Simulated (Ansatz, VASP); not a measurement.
## KI: VASP beside Ansatz

Contents of POSCAR:

```
KI
1.0
    0.0000000000      3.5245500000      3.6655320000
    3.5245500000      0.0000000000      3.6655320000
    3.5245500000      3.5245500000      0.0000000000
K I
1 1
Direct
    0.0000000000      0.0000000000      0.0000000000
    0.5000000000      0.5000000000      0.5000000000
```

Contents of INCAR.step1:

```
  ALGO = Normal
  EDIFF = 1E-4
  ENCUT = 520
  GGA = PE
  ISMEAR = 0
  LASPH = True
  LCHARG = False
  LREAL = False
  LWAVE = True
  NBANDS = 15
  NELM = 100
  PREC = Accurate
  SIGMA = 0.05
```

INCAR.step2

```
  ALGO = Normal
  EDIFF = 1E-6
  ENCUT = 520
  ISIF = 2
  ISMEAR = 0
  ISTART = 1
  LASPH = True
  LCHARG = True
  LELF = True
  LMIXTAU = True
  LREAL = False
  LVHAR = True
  LWAVE = False
  METAGGA = R2SCAN
  NBANDS = 15
  NELM = 100
  PREC = Accurate
  SIGMA = 0.05
```

Contents of KPOINTS:

```
k-points
0
Gamma
  6 6 6
```

Input for Ansatz:

```yaml
crystal:
  lattice:
    - [0.0, 3.52455, 3.665532]
    - [3.52455, 0.0, 3.665532]
    - [3.52455, 3.52455, 0.0]
  atoms:
    - { symbol: K, position: [0.0, 0.0, 0.0] }
    - { symbol: I, position: [0.5, 0.5, 0.5] }
basis:
  ecutwfc: 500
kpoints:
  mp_grid: { grid: [6, 6, 6] }
hamiltonian:
  xc: r2scan
scf:
  occupations: { method: gaussian, width: 0.05 }
output:
  forces: true
  stress: true
  eigenvalues: true
```

Change from the starting cell: strain +0.0400 x Voigt [0, 0, 1, 0, 0, 0], atoms carried along.

Alike in both runs: task single point; functional r2SCAN; k mesh 6 × 6 × 6; occupations gaussian, width 0.05 eV; no spin polarisation.

|  | VASP | Ansatz |
| --- | --- | --- |
| version | VASP 6.6.1 | Ansatz 0.2.0 |
| potentials or method | VASP PAW PBE potentials, release 64 (K_sv, I), cutoff 520 eV | scalar-relativistic, plane waves, PAW |
| valence electrons in the cell | 16 | 26 |

Ansatz gave:

- gap on the k mesh at the Fermi level (eV): 4.52
- least direct gap on the mesh (eV): 4.52
- pressure (GPa): -0.2
- traceless stress, the component that is largest in VASP (GPa): -0.58

Task: Estimate VASP's values.

Result: gap on the k mesh at the Fermi level (eV): 4.52; least direct gap on the mesh (eV): 4.52; pressure (GPa): -0.2; traceless stress, the component that is largest in VASP (GPa): -0.59.

VASP's potentials were made for PBE, not for r2SCAN. VASP's potentials hold 16 valence electrons a cell and Ansatz's 26, so a difference there can come from the potentials and not from the codes.

Spin-orbit coupling is off throughout.
